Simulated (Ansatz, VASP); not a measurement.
**One calculation of SiC, two programs**

INCAR

```
  PREC = Accurate
  ENCUT = 520
  EDIFF = 1E-6
  ISMEAR = 0
  SIGMA = 0.05
  LREAL = False
  LASPH = True
  NELM = 60
  ALGO = Normal
  ISIF = 2
  LWAVE = False
  LCHARG = False
  IBRION = 2
  NSW = 50
  EDIFFG = -0.01
```

Contents of KPOINTS:

```
regular mesh
0
Gamma
  12 12 6
```

File POSCAR:

```
SiC
1.0
    3.0528587308      0.0000000000      0.0000000000
   -1.5264293654      2.6438532151      0.0000000000
    0.0000000000      0.0000000000      4.6247756914
Si C
2 2
Direct
    0.3333333333      0.6666666667      0.0046041256
    0.6666666667      0.3333333333      0.5046041256
    0.3333333333      0.6666666667      0.3803958744
    0.6666666667      0.3333333333      0.8803958744
```

Input for Ansatz:

```yaml
crystal:
  lattice:
    - [3.0528587308, 0.0, 0.0]
    - [-1.5264293654, 2.6438532151, 0.0]
    - [0.0, 0.0, 4.6247756914]
  atoms:
    - { symbol: Si, position: [0.3333333333, 0.6666666667, 0.0046041256] }
    - { symbol: Si, position: [0.6666666667, 0.3333333333, 0.5046041256] }
    - { symbol: C, position: [0.3333333333, 0.6666666667, 0.3803958744] }
    - { symbol: C, position: [0.6666666667, 0.3333333333, 0.8803958744] }
basis:
  ecutwfc: 520.0
kpoints:
  mp_grid: { grid: [12, 12, 6] }
hamiltonian:
  xc: lda
  pseudopotentials: { kind: paw, azcp: { folder: soft_1 } }
scf:
  occupations: { method: gaussian, width: 0.05 }
output:
  forces: true
  stress: true
  eigenvalues: true
relax:
  adjacent_minimum: "off"
  f_tol: 0.01
  max_steps: 30
```

Alike in both runs: task relaxation of the atoms; functional LDA; k mesh 12 × 12 × 6; occupations gaussian, width 0.05 eV; no spin polarisation.

|  | VASP | Ansatz |
| --- | --- | --- |
| version | VASP 6.6.1 | Ansatz 0.2.0 |
| potentials or method | VASP PAW LDA potentials, release 64 (Si, C), cutoff 520 eV | scalar-relativistic, plane waves, PAW |
| valence electrons in the cell | 16 | 16 |

```csv
,VASP,Ansatz,Ansatz less VASP
"gap on the k mesh at the Fermi level, each at its own relaxed structure (eV)",1.58,1.60,+0.020
```

Ansatz warns that its potentials were made for another functional, while VASP's fit it. LDA's correlation is that of Perdew and Zunger in VASP and of Perdew and Wang (1992) in Ansatz. Ansatz's warnings: stress scf threshold loose.
